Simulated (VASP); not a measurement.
# Cu (I4/mmm) in VASP: further runs

Runs on Cu. Level: LDA. Tasks: relaxation of cell and atoms, single point.

Everything below comes from runs of VASP 6.6.1. Logs are shortened: lines on timing, memory, paths and dates and some standing lists are left out, and cuts for length are marked.

## (1) The cell of the first run

The structure is tetragonal, space group I4/mmm (No. 139). Conventional cell: a = 2.855 Å, b = 2.855 Å, c = 2.682 Å, α = 90.00°, β = 90.00°, γ = 90.00°. Within 3.2 Å of Cu (site symmetry 4/mmm) lie 14 Cu at 2.42 to 2.86 Å.

## (2) Relaxation of cell and atoms, LDA

File INCAR:

```
  ALGO = Fast
  EDIFF = 1E-6
  EDIFFG = -0.001
  ENCUT = 600
  GGA = CA
  IBRION = 2
  ISIF = 3
  ISMEAR = -1
  LASPH = True
  LCHARG = False
  LREAL = False
  LWAVE = False
  NELM = 80
  NSW = 80
  PREC = Accurate
  SIGMA = 0.15
```

File KPOINTS:

```
k-points
0
Gamma
  24 24 24
```

File POSCAR:

```
Cu
1.0
   -1.4275229678      1.4275229678      1.3411469825
    1.4275229678     -1.4275229678      1.3411469825
    1.4275229678      1.4275229678     -1.3411469825
Cu
1
Direct
    0.0000000000      0.0000000000      0.0000000000
```

Potentials or basis: VASP PAW LDA potentials, release 64 (Cu).

Started as:

```
cat potpaw_LDA.64/Cu/POTCAR > POTCAR
mpirun -np 1 vasp_std > vasp.out
```

OUTCAR:

```text
EDIFF = 1E-6
   EDIFFG = -0.001
   ENCUT = 600
   GGA = CA
   IBRION = 2
   ISIF = 3
   ISMEAR = -1
   LASPH = True
   LREAL = False
   NELM = 80
   NSW = 80
   PREC = Accurate

 ion  position               nearest neighbor table
   1  0.000  0.000  0.000-

  LATTYP: Found a body centered tetragonal cell.
 ALAT       =     2.8550459356
 C/A-ratio  =     0.9394924024

  Lattice vectors:

 A1 = (  -1.4275229678,   1.4275229678,   1.3411469825)
 A2 = (   1.4275229678,  -1.4275229678,   1.3411469825)
 A3 = (   1.4275229678,   1.4275229678,  -1.3411469825)

Analysis of symmetry for initial positions (statically):
=====================================================================
 Subroutine PRICEL returns:
 Original cell was already a primitive cell.

 Routine SETGRP: Setting up the symmetry group for a
 body centered tetragonal supercell.

 Subroutine GETGRP returns: Found 16 space group operations
 (whereof 16 operations were pure point group operations)
 out of a pool of 16 trial point group operations.

The static configuration has the point symmetry D_4h.

Analysis of symmetry for dynamics (positions and initial velocities):
=====================================================================
 Subroutine PRICEL returns:
 Original cell was already a primitive cell.

 Routine SETGRP: Setting up the symmetry group for a
 body centered tetragonal supercell.

 Subroutine GETGRP returns: Found 16 space group operations
 (whereof 16 operations were pure point group operations)
 out of a pool of 16 trial point group operations.

The dynamic configuration has the point symmetry D_4h.

 Subroutine INISYM returns: Found 16 space group operations
 (whereof 16 operations are pure point group operations),
 and found     1 'primitive' translations

----------------------------------------------------------------------------------------

                                     Primitive cell

  volume of cell :      10.9321

  direct lattice vectors                    reciprocal lattice vectors
    -1.427522968  1.427522968  1.341146982     0.000000000  0.350257062  0.372815215
     1.427522968 -1.427522968  1.341146982     0.350257062  0.000000000  0.372815215
     1.427522968  1.427522968 -1.341146982     0.350257062  0.350257062  0.000000000

  length of vectors
[... 103 lines left out ...]
  Thomas-Fermi vector in A             =   2.731113
   LORBIT       =      0    0 simple, 1 ext, 2 COOP (PROOUT), +10 PAW based schemes
   GGA     = CA    functional components
   LHFCALC =     F    Hartree Fock is set to
   AEXX    =    0.0000 exact exchange contribution
   IVDW    =     0    specifies the selected vdW correction
   LEPSILON=     F    determine dielectric tensor
   LRPA    =     F    only Hartree local field effects (RPA)
 conjugate gradient relaxation of ions
 non-spin polarized calculation
 RMM-DIIS sequential band-by-band and
  energy-cutoff  :      600.00
  volume of cell :       10.93
 maximum number of plane-waves:       376
   NGX =  9   NGY =  9   NGZ =  9

--------------------------------------- Ionic step        1  -------------------------------------------

 number of electron      11.0000003 magnetization

 Free energy of the ion-electron system (eV)
  ---------------------------------------------------
  ext. energy  EPLUGINS =         0.00000000
  ---------------------------------------------------
  free energy    TOTEN  =        -4.67931719 eV

  energy without entropy =       -4.65670751  energy(sigma->0) =       -4.66801235

------------------------ aborting loop because EDIFF is reached ----------------------------------------

  FORCE on cell =-STRESS in cart. coord.  units (eV):
  Direction    XX          YY          ZZ          XY          YZ          ZX
  --------------------------------------------------------------------------------------
  -------------------------------------------------------------------------------------
  Total        0.1820031      0.1820031      0.1841336      0.0000000      0.0000000      0.0000000
  in kB       26.6739100     26.6739100     26.9861607      0.0000000      0.0000000      0.0000000
  external PRESSURE =      26.7779935 kB  Pullay stress =       0.0000000 kB
[... 86 lines left out ...]
  FREE ENERGIE OF THE ION-ELECTRON SYSTEM (eV)
  ---------------------------------------------------
  free  energy   TOTEN  =        -4.6794896969 eV

  energy  without entropy=       -4.6567638523  energy(sigma->0) =       -4.66812677

[... ionic steps 4 to 11 ...]

--------------------------------------- Ionic step       12  -------------------------------------------

 number of electron      11.0000004 magnetization

------------------------ aborting loop because EDIFF is reached ----------------------------------------
[... 65 lines left out ...]
--------------------------------------- Ionic step       14  -------------------------------------------

 number of electron      11.0000004 magnetization

 Free energy of the ion-electron system (eV)
  ---------------------------------------------------
  ext. energy  EPLUGINS =         0.00000000
  ---------------------------------------------------
  free energy    TOTEN  =        -4.67951020 eV

  energy without entropy =       -4.65681296  energy(sigma->0) =       -4.66816158

 E-fermi :   8.2785     XC(G=0): -13.5289

 val. band max:        8.2700444259   @ k =   0.5000   0.2500   0.1250
 cond. band min:       8.2876833570   @ k =  -0.0833  -0.4583   0.0833
 fundamental gap:      0.0176389311
 Fermi energy:         8.2784990927

 k-point     1 :       0.0000    0.0000    0.0000
  band No.  band energies     occupation
      1      -1.6288      2.00000
      2       4.7080      2.00000
      3       4.9887      2.00000
      4       4.9887      2.00000
      5       5.8579      2.00000
      6       6.1581      2.00000
      7      33.4100      0.00000
      8      33.4100      0.00000
      9      35.1525      0.00000
[... 265 lines left out ...]
 k-point    24 :       0.4583    0.0417    0.0000
  band No.  band energies     occupation
      1       2.8217      2.00000
      2       3.9933      2.00000
      3       5.9595      2.00000
      4       6.2289      2.00000
      5       6.6787      1.99995
      6       7.8869      1.86306
      7      13.3933      0.00000
      8      25.2405      0.00000
      9      25.9312      0.00000

 [... further k-points ...]
[... 5 lines left out ...]
  --------------------------------------------------------------------------------------
  -------------------------------------------------------------------------------------
  Total        0.0007170      0.0007170      0.0009072      0.0000000     -0.0000000      0.0000000
  in kB        0.1045128      0.1045128      0.1322232      0.0000000     -0.0000000      0.0000000
  external PRESSURE =       0.1137496 kB  Pullay stress =       0.0000000 kB
[... 16 lines left out ...]
  FREE ENERGIE OF THE ION-ELECTRON SYSTEM (eV)
  ---------------------------------------------------
  free  energy   TOTEN  =        -4.6795102048 eV

  energy  without entropy=       -4.6568129627  energy(sigma->0) =       -4.66816158

 reached required accuracy - stopping structural energy minimisation
```

OSZICAR:

```text
N       E                     dE             d eps       ncg     rms          rms(c)
DAV:   1     0.372544122284E+02    0.37254E+02   -0.61956E+03 19695   0.237E+03
DAV:   2    -0.522280158604E+01   -0.42477E+02   -0.40608E+02 19328   0.208E+02
[... 89 lines left out ...]
       N       E                     dE             d eps       ncg     rms          rms(c)
DAV:   1    -0.467951035338E+01    0.48477E-06   -0.88269E-07 12170   0.196E-02    0.302E-03
RMM:   2    -0.467951024922E+01    0.10416E-06   -0.74658E-07  9619   0.228E-02
  13 F= -.46795102E+01 E0= -.46681612E+01  d E =0.174136E-07
       N       E                     dE             d eps       ncg     rms          rms(c)
DAV:   1    -0.467951020365E+01    0.14974E-06   -0.35027E-07 10053   0.129E-02    0.168E-04
RMM:   2    -0.467951020481E+01   -0.11580E-08   -0.25203E-11  1125   0.961E-04
  14 F= -.46795102E+01 E0= -.46681616E+01  d E =0.444138E-07
```

CONTCAR:

```text
Cu
   1.00000000000000
    -1.4301211714432631    1.4301211714432631    1.3436244170086407
     1.4301211714432631   -1.4301211714432631    1.3436244170086407
     1.4301211714432631    1.4301211714432631   -1.3436244170086407
  Cu
     1
Direct
     0.0000000000000000    0.0000000000000000    0.0000000000000000

  0.00000000E+00  0.00000000E+00  0.00000000E+00
```

Wall time 17 min (1 thread of AMD EPYC 7R13, shared host); peak memory 0.24 GiB.

What came out:

* Free energy: -4.6795 eV
* Relaxed volume: 10.99 Å³/atom
* Relaxed cell: a = 2.428 Å, b = 2.428 Å, c = 2.428 Å, α = 107.83°, β = 107.83°, γ = 112.80°
* Space group after relaxing (to 0.05 Å): I4/mmm (No. 139)
* Energy gained by relaxing: 0.2 meV/atom
* Ionic steps: 14
* Pressure after relaxing: 0.0 GPa

Step by step:
```csv
step,energy change (eV),largest force (eV/Å),pressure (GPa),volume (Å³)
1,0.0000,0.0000,2.68,10.93
2,0.0024,0.0000,-3.96,11.22
3,-0.0002,0.0000,-0.31,11.01
4,-0.0002,0.0000,-0.21,11.00
5,-0.0002,0.0000,0.71,10.99
6,-0.0002,0.0000,-0.65,11.00
7,-0.0002,0.0000,-0.06,10.99
8,-0.0002,0.0000,-0.09,10.99
9,-0.0002,0.0000,0.48,10.99
10,-0.0002,0.0000,0.15,10.99
11,-0.0002,0.0000,-0.90,10.99
12,-0.0002,0.0000,0.81,10.99
13,-0.0002,0.0000,-0.35,10.99
14,-0.0002,0.0000,0.01,10.99
```

Final structure:
```
Cu
1.0
    -1.43012    1.43012    1.34362
     1.43012   -1.43012    1.34362
     1.43012    1.43012   -1.34362
Cu
1
Cartesian
  0.0000 0.0000 0.0000
```

## (3) Single point, LDA

File INCAR:

```
PREC     = Accurate       # precision mode
ENCUT    = 520            # plane-wave cutoff, eV
EDIFF    = 1E-6           # SCF threshold, eV
ISMEAR   = 0              # smearing method
SIGMA    = 0.1            # smearing width, eV
LREAL    = F              # projectors in reciprocal space
LASPH    = T              # aspherical terms in the spheres
NELM     = 100            # most SCF steps
ALGO     = Fast           # electronic algorithm
ISIF     = 2              # what is computed and relaxed
LWAVE    = F              # write WAVECAR
LCHARG   = F              # write CHGCAR
NBANDS   = 12             # bands
```

File KPOINTS:

```
regular mesh
0
Gamma
  20 20 20
```

File POSCAR:

```
Cu
1.0
   -1.4275229676      1.4275229676      1.3411469829
    1.4275229676     -1.4275229676      1.3411469829
    1.4275229676      1.4275229676     -1.3411469829
Cu
1
Direct
    0.0000000000      0.0000000000      0.0000000000
```

Potentials or basis: VASP PAW LDA potentials, release 64 (Cu).

Started as:

```
cat potpaw_LDA.64/Cu/POTCAR > POTCAR
mpirun -np 1 vasp_std > vasp.out
```

It took 48 s on 1 thread of AMD EPYC 9R14 (Zen 4), shared host; peak memory 0.15 GiB.

Results (log left out):

```yaml
Free_energy: -4.6672 eV
Pressure: 1.4 GPa
```

Levels at points of the mesh, in eV from the Fermi level:
| k point | band 3 | band 4 | band 5 | band 6 | band 7 | band 8 | band 9 | band 10 |
| --- | --- | --- | --- | --- | --- | --- | --- | --- |
| (0.00, 0.00, 0.00) | -3.31 | -3.31 | -2.44 | -2.13 | 25.18 | 25.18 | 26.93 | 29.58 |
| (0.50, 0.00, 0.00) | -2.30 | -2.01 | -1.44 | -0.60 | 5.01 | 17.62 | 17.78 | 21.87 |
| (0.50, 0.50, 0.00) | -2.52 | -2.22 | -1.48 | -1.10 | 4.28 | 19.31 | 19.73 | 23.44 |
| (0.50, 0.50, 0.50) | -1.66 | -1.66 | -1.59 | 7.68 | 7.68 | 10.19 | 13.66 | 14.44 |

## (4) Single point, LDA

File INCAR:

```
SYSTEM = Cu
PREC = Accurate
ENCUT = 520
EDIFF = 1E-7
ISMEAR = -1
SIGMA = 0.15
LREAL = .FALSE.
LASPH = .TRUE.
NELM = 100
ALGO = Normal
ISIF = 2
LWAVE = .FALSE.
LCHARG = .FALSE.
NBANDS = 12
```

File KPOINTS:

```
regular mesh
0
G
  24 24 24
  0 0 0
```

File POSCAR:

```
Cu
1.0
   -1.4278343439      1.4278343439      1.3413077452
    1.4278343439     -1.4278343439      1.3413077452
    1.4278343439      1.4278343439     -1.3413077452
Cu
1
Direct
    0.0000000000      0.0000000000      0.0000000000
```

Started as:

```
cat potpaw_LDA.64/Cu/POTCAR > POTCAR
mpirun -np 1 vasp_std > vasp.out
```

Run time: 64 s. Hardware: 1 thread of AMD EPYC 9R14 (Zen 4), shared host; peak memory 0.2 GiB.

Results (log left out):

```yaml
Free_energy: -4.6793 eV
Pressure: 0.9 GPa
```

Levels at points of the mesh, in eV from the Fermi level:
```
           k point  band 3  band 4  band 5  band 6  band 7  band 8  band 9  band 10
(0.00, 0.00, 0.00)   -3.31   -3.31   -2.43   -2.13   25.18   25.18   26.93    29.57
(0.50, 0.00, 0.00)   -2.30   -2.01   -1.44   -0.59    5.01   17.62   17.77    21.87
(0.50, 0.50, 0.00)   -2.52   -2.21   -1.47   -1.10    4.29   19.31   19.73    23.44
(0.50, 0.50, 0.50)   -1.65   -1.65   -1.58    7.68    7.68   10.19   13.66    14.43
```

## (5) Summary

| task | cell | k mesh | cutoff (eV) | smearing | gap on the mesh (eV) | pressure (GPa) |
| --- | --- | --- | --- | --- | --- | --- |
| relaxation of cell and atoms | relaxed | 24 × 24 × 24 | 600 | fermi-dirac 0.15 eV | none | 0.0 |
| single point | as given | 20 × 20 × 20 | 520 | gaussian 0.1 eV | none | 1.4 |
| single point | as given | 24 × 24 × 24 | 520 | fermi-dirac 0.15 eV | none | 0.9 |

Alike in all rows: level LDA; potentials or basis VASP PAW LDA potentials, release 64 (Cu); no spin polarisation.

Total energies depend on the potentials used, so only differences within one code and one set of settings carry meaning.
